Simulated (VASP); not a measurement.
# Li (I4/mmm) in VASP: further runs

Runs on Li. Level: PBEsol. Tasks: single point.

All numbers are computed with VASP 6.6.1; they aren't measurements. Logs are shortened: lines on timing, memory, paths and dates and some standing lists are left out, and cuts for length are marked.

## Step 1: The cell of the first run

Symmetry: I4/mmm, No. 139, tetragonal system. The conventional cell has a = 3.067 Å, b = 3.067 Å, c = 4.470 Å, α = 90.00°, β = 90.00°, γ = 90.00°. Li (site symmetry 4/mmm) has 12 Li at 3.07 to 3.11 Å within 4.0 Å.

## Step 2: Single point, PBEsol (strain -0.015 along x and y, +0.015 along z)

INCAR reads:

```
SYSTEM = Li
PREC = Accurate ; ENCUT = 520
EDIFF = 1E-6 ; ISMEAR = 0
SIGMA = 0.15 ; LREAL = .False.
LASPH = .True. ; NELM = 60
ALGO = Fast ; ISIF = 2
LWAVE = .False. ; LCHARG = .False.
GGA = PS ; NBANDS = 8
```

KPOINTS reads:

```
Automatic mesh
0
Gamma
  18 18 18
  0 0 0
```

POSCAR reads:

```
Li
1.0
    0.0000000000      2.1689700000      2.2350300000
    2.1689700000      0.0000000000      2.2350300000
    2.1689700000      2.1689700000      0.0000000000
Li
1
Direct
    0.0000000000      0.0000000000      0.0000000000
```

Potentials or basis: VASP PAW PBE potentials, release 64 (Li_sv).

Run with:

```console
cat potpaw_PBE.64/Li_sv/POTCAR > POTCAR
mpirun -np 1 vasp_std > vasp.out
```

OUTCAR:

```text
SYSTEM = Li
   PREC = Accurate
   ENCUT = 520
   EDIFF = 1E-6
   ISMEAR = 0
   LREAL = .False.
   LASPH = .True.
   NELM = 60
   ISIF = 2
   GGA = PS

 ion  position               nearest neighbor table
   1  0.000  0.000  0.000-

  LATTYP: Found a body centered tetragonal cell.
 ALAT       =     3.0673867904
 C/A-ratio  =     1.4572860567

  Lattice vectors:

 A1 = (  -2.1689700000,   0.0000000000,   2.2350300000)
 A2 = (   2.1689700000,   0.0000000000,   2.2350300000)
 A3 = (   0.0000000000,   2.1689700000,  -2.2350300000)

Analysis of symmetry for initial positions (statically):
=====================================================================
 Subroutine PRICEL returns:
 Original cell was already a primitive cell.

 Routine SETGRP: Setting up the symmetry group for a
 body centered tetragonal supercell.

 Subroutine GETGRP returns: Found 16 space group operations
 (whereof 16 operations were pure point group operations)
 out of a pool of 16 trial point group operations.

The static configuration has the point symmetry D_4h.

Analysis of symmetry for dynamics (positions and initial velocities):
=====================================================================
 Subroutine PRICEL returns:
 Original cell was already a primitive cell.

 Routine SETGRP: Setting up the symmetry group for a
 body centered tetragonal supercell.

 Subroutine GETGRP returns: Found 16 space group operations
 (whereof 16 operations were pure point group operations)
 out of a pool of 16 trial point group operations.

The dynamic configuration has the point symmetry D_4h.

 Subroutine INISYM returns: Found 16 space group operations
 (whereof 16 operations are pure point group operations),
 and found     1 'primitive' translations

----------------------------------------------------------------------------------------

                                     Primitive cell

  volume of cell :      21.0291

  direct lattice vectors                    reciprocal lattice vectors
     0.000000000  2.168970000  2.235030000    -0.230524166  0.230524166  0.223710644
     2.168970000  0.000000000  2.235030000     0.230524166 -0.230524166  0.223710644
     2.168970000  2.168970000  0.000000000     0.230524166  0.230524166 -0.223710644

  length of vectors
     3.114448581  3.114448581  3.067386790     0.395384919  0.395384919  0.395384919

  position of ions in fractional coordinates (direct lattice)
     0.000000000  0.000000000  0.000000000

  ion indices of the primitive-cell ions
   primitive index   ion index
                 1           1

----------------------------------------------------------------------------------------

 KPOINTS: Automatic mesh

Automatic generation of k-mesh.
 Grid dimensions read from file:
 generate k-points for:   18   18   18

 Generating k-lattice:

  Cartesian coordinates                     Fractional coordinates (reciprocal lattice)
    -0.012806898  0.012806898  0.012428369     0.055555556  0.000000000  0.000000000
     0.012806898 -0.012806898  0.012428369     0.000000000  0.055555556  0.000000000
     0.012806898  0.012806898 -0.012428369    -0.000000000 -0.000000000  0.055555556

  Length of vectors
     0.021965829  0.021965829  0.021965829

  Shift w.r.t. Gamma in fractional coordinates (k-lattice)
     0.000000000  0.000000000  0.000000000

 Subroutine IBZKPT returns following result:
 ===========================================

 Found    480 irreducible k-points:

 Following reciprocal coordinates:
            Coordinates               Weight
  0.000000  0.000000  0.000000      1.000000
  0.055556  0.000000  0.000000      8.000000
  0.111111  0.000000  0.000000      8.000000
  0.166667 -0.000000  0.000000      8.000000
  0.222222  0.000000  0.000000      8.000000
  0.277778  0.000000  0.000000      8.000000
[... 16 lines left out ...]
 -0.277778  0.055556  0.000000      8.000000
 -0.222222  0.055556  0.000000      8.000000
 [... further k-points ...]
   k-points           NKPTS =    480   k-points in BZ     NKDIM =    480   number of bands    NBANDS=      8
   number of dos      NEDOS =    301   number of ions     NIONS =      1
   total plane-waves  NPLWV =  13824
   dimension x,y,z NGX =    24 NGY =   24 NGZ =   24
   dimension x,y,z NGXF=    48 NGYF=   48 NGZF=   48
   ions per type =               1
   NGX,Y,Z   is equivalent  to a cutoff of  12.81, 12.81, 13.01 a.u.
   NGXF,Y,Z  is equivalent  to a cutoff of  25.62, 25.62, 26.01 a.u.
 SYSTEM =  Li
   PREC   = accura    normal or accurate (medium, high low for compatibility)
   ISTART =      0    job   : 0-new  1-cont  2-samecut
   ICHARG =      2    charge: 1-file 2-atom 10-const
   ISPIN  =      1    spin polarized calculation?
   LNONCOLLINEAR =      F non collinear calculations
   LSORBIT =      F    spin-orbit coupling
   LASPH  =      T    aspherical Exc in radial PAW
   ENCUT  =  520.0 eV  38.22 Ry    6.18 a.u.   5.79  5.79  5.70*2*pi/ulx,y,z
   NELM   =     60;   NELMIN=  2; NELMDL= -5     # of ELM steps
   EDIFF  = 0.1E-05   stopping-criterion for ELM
   LREAL  =      F    real-space projection
   EDIFFG = 0.1E-04   stopping-criterion for IOM
   NSW    =      0    number of steps for IOM
   IBRION =     -1    ionic relax: 0-MD 1-quasi-New 2-CG
   NFREE  =      0    steps in history (QN), initial steepest desc. (CG)
   ISIF   =      2    stress and relaxation
   ISYM   =      2    0-nonsym 1-usesym 2-fastsym
   POTIM  = 0.5000    time-step for ionic-motion
   TEBEG  =    0.0;   TEEND  =   0.0 temperature during run
   PSTRESS=    0.0 pullay stress
   NELECT =       3.0000    total number of electrons
   NUPDOWN=      -1.0000    fix difference up-down
   EMIN   =  10.00;   EMAX   =-10.00  energy-range for DOS
   EFERMI =   0.00;   METHOD = LEGACY
   ISMEAR =     0;   SIGMA  =   0.15  broadening in eV -4-tet -1-fermi 0-gaus
   EFERMI_NEDOS =   21; number of points for ismear=-14 and -15
   IALGO  =     68    algorithm
   IMIX   =      4    mixing-type and parameters
     AMIX     =   0.40;   BMIX     =  1.00
     AMIX_MAG =   1.60;   BMIX_MAG =  1.00
  volume/ion in A,a.u.               =      21.03       141.91
  Fermi-wavevector in a.u.,A,eV,Ry     =   0.855412  1.616493  9.955776  0.731729
  Thomas-Fermi vector in A             =   1.972157
   LORBIT       =      0    0 simple, 1 ext, 2 COOP (PROOUT), +10 PAW based schemes
   GGA     = PS    functional components
   LHFCALC =     F    Hartree Fock is set to
   AEXX    =    0.0000 exact exchange contribution
   IVDW    =     0    specifies the selected vdW correction
   LEPSILON=     F    determine dielectric tensor
   LRPA    =     F    only Hartree local field effects (RPA)
 non-spin polarized calculation
 RMM-DIIS sequential band-by-band and
 Gauss-broadening in eV      SIGMA  =   0.15
  energy-cutoff  :      520.00
  volume of cell :       21.03
 maximum number of plane-waves:       582
   NGX = 11   NGY = 11   NGZ = 11

 number of electron       3.0000002 magnetization

 Free energy of the ion-electron system (eV)
  ---------------------------------------------------
  ext. energy  EPLUGINS =         0.00000000
  ---------------------------------------------------
  free energy    TOTEN  =        -1.96980531 eV

  energy without entropy =       -1.96503522  energy(sigma->0) =       -1.96742026

 E-fermi :   0.5320     XC(G=0):  -6.9288

 val. band max:        0.5259897316   @ k =   0.5000   0.0000   0.0000
 cond. band min:       0.5421197269   @ k =   0.5000   0.0556   0.0000
 fundamental gap:      0.0161299952
 Fermi energy:         0.5320268764

 k-point     1 :       0.0000    0.0000    0.0000
  band No.  band energies     occupation
      1     -45.4552      2.00000
      2      -2.9807      2.00000
      3      14.5290      0.00000
      4      14.5290      0.00000
      5      14.5546      0.00000
      6      18.2602      0.00000
      7      18.3648      0.00000
      8      18.3648      0.00000

 k-point     2 :       0.0556    0.0000    0.0000
  band No.  band energies     occupation
      1     -45.4547      2.00000
      2      -2.9262      2.00000
      3      13.9267      0.00000
      4      14.4033      0.00000
      5      14.4170      0.00000
      6      17.7249      0.00000
      7      18.5236      0.00000
      8      18.5800      0.00000

 k-point     3 :       0.1111    0.0000    0.0000
  band No.  band energies     occupation
      1     -45.4533      2.00000
      2      -2.7630      2.00000
      3      12.4879      0.00000
      4      14.0656      0.00000
      5      14.1507      0.00000
      6      17.5468      0.00000
      7      19.0383      0.00000
      8      19.1173      0.00000

 k-point     4 :       0.1667   -0.0000    0.0000
  band No.  band energies     occupation
      1     -45.4511      2.00000
      2      -2.4911      2.00000
      3      10.8018      0.00000
      4      13.6781      0.00000
      5      13.8452      0.00000
      6      17.7060      0.00000
      7      19.2078      0.00000
      8      19.6326      0.00000

 k-point     5 :       0.2222    0.0000    0.0000
  band No.  band energies     occupation
      1     -45.4485      2.00000
      2      -2.1115      2.00000
      3       9.1194      0.00000
      4      13.3231      0.00000
      5      13.5725      0.00000
      6      17.9607      0.00000
      7      18.6342      0.00000
      8      19.4599      0.00000
[... 177 lines left out ...]
 k-point    22 :      -0.3333    0.0556    0.0000
  band No.  band energies     occupation
      1     -45.4418      2.00000
      2      -0.7698      2.00000
      3       5.6100      0.00000
      4      11.9206      0.00000
      5      13.5501      0.00000
      6      16.8218      0.00000
      7      17.5895      0.00000
      8      19.1086      0.00000

 k-point    23 :      -0.2778    0.0556    0.0000
  band No.  band energies     occupation
      1     -45.4443      2.00000
      2      -1.3796      2.00000
      3       7.0101      0.00000
      4      12.0256      0.00000
      5      13.8225      0.00000
      6      17.4015      0.00000
      7      18.0925      0.00000
      8      19.3268      0.00000

 k-point    24 :      -0.2222    0.0556    0.0000
  band No.  band energies     occupation
      1     -45.4472      2.00000
      2      -1.9006      2.00000
      3       8.5539      0.00000
      4      12.2406      0.00000
      5      14.0941      0.00000
      6      17.7832      0.00000
      7      18.7495      0.00000
      8      19.2896      0.00000

 [... further k-points ...]

------------------------ aborting loop because EDIFF is reached ----------------------------------------

  FORCE on cell =-STRESS in cart. coord.  units (eV):
  Direction    XX          YY          ZZ          XY          YZ          ZX
  --------------------------------------------------------------------------------------
  -------------------------------------------------------------------------------------
  Total       -0.0692461     -0.0692461     -0.0913004      0.0000000      0.0000000      0.0000000
  in kB       -5.2757645     -5.2757645     -6.9560534      0.0000000      0.0000000      0.0000000
  external PRESSURE =      -5.8358608 kB  Pullay stress =       0.0000000 kB

 VOLUME and BASIS-vectors are now :
 -----------------------------------------------------------------------------
  energy-cutoff  :      520.00
  volume of cell :       21.03
      direct lattice vectors                 reciprocal lattice vectors
     0.000000000  2.168970000  2.235030000    -0.230524166  0.230524166  0.223710644
     2.168970000  0.000000000  2.235030000     0.230524166 -0.230524166  0.223710644
     2.168970000  2.168970000  0.000000000     0.230524166  0.230524166 -0.223710644

 POSITION                                       TOTAL-FORCE (eV/Angst)
 -----------------------------------------------------------------------------------
      0.00000      0.00000      0.00000         0.000000      0.000000      0.000000
 -----------------------------------------------------------------------------------
    total drift:                               -0.000000      0.000000     -0.000000

  FREE ENERGIE OF THE ION-ELECTRON SYSTEM (eV)
  ---------------------------------------------------
  free  energy   TOTEN  =        -1.9698053066 eV

  energy  without entropy=       -1.9650352160  energy(sigma->0) =       -1.96742026
```

It took 24 s on 1 thread of Intel Xeon 6975P-C (Granite Rapids), shared host; peak memory 0.17 GiB.

Results:

* Free energy: -1.9698 eV
* Band gap on the k mesh: zero (an odd number of electrons rules out a gap without spin polarisation)

Caveat: the cell differs from its parent crystal (strain -0.015 along x and y, +0.015 along z); the cutoff is under 1.25 times the usual one of these potentials, so pressure, stress and relaxed cells hold a basis-set (Pulay) error; the PAW data sets were made with another functional, which shifts forces and pressure a little.

## Step 3: Single point, PBEsol (strain -0.015 along x and y, +0.030 along z)

INCAR reads:

```
SYSTEM = Li
ALGO = Fast
EDIFF = 1E-6
ENCUT = 520
GGA = PS
ISIF = 2
ISMEAR = 0
LASPH = .TRUE.
LCHARG = .FALSE.
LREAL = .FALSE.
LWAVE = .FALSE.
NBANDS = 8
NELM = 80
PREC = Accurate
SIGMA = 0.15
```

KPOINTS reads:

```
k-points
0
G
  18 18 18
  0 0 0
```

POSCAR reads:

```
Li
1.0
    0.0000000000      2.1689700000      2.2680600000
    2.1689700000      0.0000000000      2.2680600000
    2.1689700000      2.1689700000      0.0000000000
Li
1
Direct
    0.0000000000      0.0000000000      0.0000000000
```

Potentials or basis: VASP PAW PBE potentials, release 64 (Li_sv).

Run with:

```console
cat potpaw_PBE.64/Li_sv/POTCAR > POTCAR
mpirun -np 1 vasp_std > vasp.out
```

OUTCAR:

```text
SYSTEM = Li
   EDIFF = 1E-6
   ENCUT = 520
   GGA = PS
   ISIF = 2
   ISMEAR = 0
   LASPH = .TRUE.
   LREAL = .FALSE.
   NELM = 80
   PREC = Accurate

 ion  position               nearest neighbor table
   1  0.000  0.000  0.000-

  LATTYP: Found a body centered tetragonal cell.
 ALAT       =     3.0673867904
 C/A-ratio  =     1.4788223038

  Lattice vectors:

 A1 = (  -2.1689700000,   0.0000000000,   2.2680600000)
 A2 = (   2.1689700000,   0.0000000000,   2.2680600000)
 A3 = (   0.0000000000,   2.1689700000,  -2.2680600000)

Analysis of symmetry for initial positions (statically):
=====================================================================
 Subroutine PRICEL returns:
 Original cell was already a primitive cell.

 Routine SETGRP: Setting up the symmetry group for a
 body centered tetragonal supercell.

 Subroutine GETGRP returns: Found 16 space group operations
 (whereof 16 operations were pure point group operations)
 out of a pool of 16 trial point group operations.

The static configuration has the point symmetry D_4h.

[... 162 lines left out ...]
 cond. band min:       0.4948728712   @ k =   0.5000   0.0000   0.0000
 fundamental gap:      0.0141421941
 Fermi energy:         0.4916607098

 k-point     1 :       0.0000    0.0000    0.0000
  band No.  band energies     occupation
      1     -45.5221      2.00000
      2      -3.0006      2.00000
      3      14.3472      0.00000
      4      14.3472      0.00000
      5      14.3768      0.00000
      6      18.0317      0.00000
      7      18.1882      0.00000
      8      18.1882      0.00000
[... 243 lines left out ...]
 k-point    24 :      -0.2222    0.0556    0.0000
  band No.  band energies     occupation
      1     -45.5145      2.00000
      2      -1.9204      2.00000
      3       8.4197      0.00000
      4      11.9976      0.00000
      5      13.9865      0.00000
      6      17.5879      0.00000
      7      18.6998      0.00000
      8      19.1922      0.00000

 [... further k-points ...]

------------------------ aborting loop because EDIFF is reached ----------------------------------------

  FORCE on cell =-STRESS in cart. coord.  units (eV):
  Direction    XX          YY          ZZ          XY          YZ          ZX
  --------------------------------------------------------------------------------------
  -------------------------------------------------------------------------------------
  Total       -0.0864438     -0.0864438     -0.1222041      0.0000000      0.0000000      0.0000000
  in kB       -6.4901215     -6.4901215     -9.1749753      0.0000000      0.0000000      0.0000000
  external PRESSURE =      -7.3850728 kB  Pullay stress =       0.0000000 kB

 VOLUME and BASIS-vectors are now :
 -----------------------------------------------------------------------------
  energy-cutoff  :      520.00
  volume of cell :       21.34
      direct lattice vectors                 reciprocal lattice vectors
     0.000000000  2.168970000  2.268060000    -0.230524166  0.230524166  0.220452722
     2.168970000  0.000000000  2.268060000     0.230524166 -0.230524166  0.220452722
     2.168970000  2.168970000  0.000000000     0.230524166  0.230524166 -0.220452722

 POSITION                                       TOTAL-FORCE (eV/Angst)
 -----------------------------------------------------------------------------------
      0.00000      0.00000      0.00000         0.000000      0.000000      0.000000
 -----------------------------------------------------------------------------------
    total drift:                               -0.000000      0.000000     -0.000000

  FREE ENERGIE OF THE ION-ELECTRON SYSTEM (eV)
  ---------------------------------------------------
  free  energy   TOTEN  =        -1.9684394989 eV

  energy  without entropy=       -1.9635732410  energy(sigma->0) =       -1.96600637
```

OSZICAR:

```text
N       E                     dE             d eps       ncg     rms          rms(c)
DAV:   1    -0.148791952633E+00   -0.14879E+00   -0.71615E+02  7752   0.259E+02
DAV:   2    -0.194834279094E+01   -0.17996E+01   -0.17449E+01 11176   0.346E+01
DAV:   3    -0.197074966392E+01   -0.22407E-01   -0.22388E-01  8824   0.308E+00
DAV:   4    -0.197108780559E+01   -0.33814E-03   -0.33811E-03 11968   0.311E-01
DAV:   5    -0.197108932852E+01   -0.15229E-05   -0.15230E-05  9232   0.120E-02    0.384E-01
RMM:   6    -0.196920065215E+01    0.18887E-02   -0.27796E-04 10610   0.953E-02    0.225E-01
RMM:   7    -0.196837692130E+01    0.82373E-03   -0.11395E-03 11122   0.201E-01    0.256E-02
RMM:   8    -0.196841565249E+01   -0.38731E-04   -0.27066E-04 12412   0.944E-02    0.297E-03
RMM:   9    -0.196843211280E+01   -0.16460E-04   -0.11856E-04 12777   0.632E-02    0.659E-03
RMM:  10    -0.196843750850E+01   -0.53957E-05   -0.40963E-05 12307   0.385E-02    0.129E-02
RMM:  11    -0.196843940888E+01   -0.19004E-05   -0.14700E-05 11483   0.252E-02    0.142E-02
RMM:  12    -0.196843949894E+01   -0.90059E-07   -0.43781E-06  9579   0.148E-02
   1 F= -.19684395E+01 E0= -.19660064E+01  d E =-.486626E-02
```

stdout:

```text
POSCAR found type information on POSCAR Li
 POSCAR found :  1 types and       1 ions
 scaLAPACK will be used
 -----------------------------------------------------------------------------
|                                                                             |
|                                                                             |
|     You enforced a specific xc type in the INCAR file but a different       |
|     I HOPE YOU KNOW WHAT YOU ARE DOING!                                     |
|                                                                             |
 -----------------------------------------------------------------------------

 LDA part: xc-table for (Slater+PW92), standard interpolation
 POSCAR, INCAR and KPOINTS ok, starting setup
 FFT: planning ... GRIDC
 FFT: planning ... GRID_SOFT
 FFT: planning ... GRID
 WAVECAR not read
 entering main loop
WARNING in EDDRMM: call to ZHEGV failed, returncode =   6  3      8
WARNING in EDDRMM: call to ZHEGV failed, returncode =   8  4      7
WARNING in EDDRMM: call to ZHEGV failed, returncode =   8  4      5
WARNING in EDDRMM: call to ZHEGV failed, returncode =   6  3      4
WARNING in EDDRMM: call to ZHEGV failed, returncode =   6  3      3
```

It took 23 s on 1 thread of Intel Xeon 6975P-C (Granite Rapids), shared host; peak memory 0.18 GiB.

Results:

```
Free energy            : -1.9684 eV
Band gap on the k mesh : zero (an odd number of electrons rules out a gap without spin polarisation)
```

Levels at points of the mesh, in eV from the Fermi level:
| k point | band 1 | band 2 | band 3 | band 4 | band 5 |
| --- | --- | --- | --- | --- | --- |
| (0.00, 0.00, 0.00) | -46.01 | -3.49 | 13.86 | 13.86 | 13.89 |
| (0.50, 0.00, 0.00) | -46.00 | 0.00 | 2.77 | 11.78 | 12.57 |
| (0.50, 0.50, 0.00) | -46.00 | 1.13 | 4.14 | 8.57 | 8.57 |
| (0.50, 0.00, 0.50) | -45.99 | 1.68 | 4.72 | 7.86 | 8.07 |

Caveat: the cell differs from its parent crystal (strain -0.015 along x and y, +0.030 along z); the cutoff is under 1.25 times the usual one of these potentials, so pressure, stress and relaxed cells hold a basis-set (Pulay) error; the PAW data sets were made with another functional, which shifts forces and pressure a little.
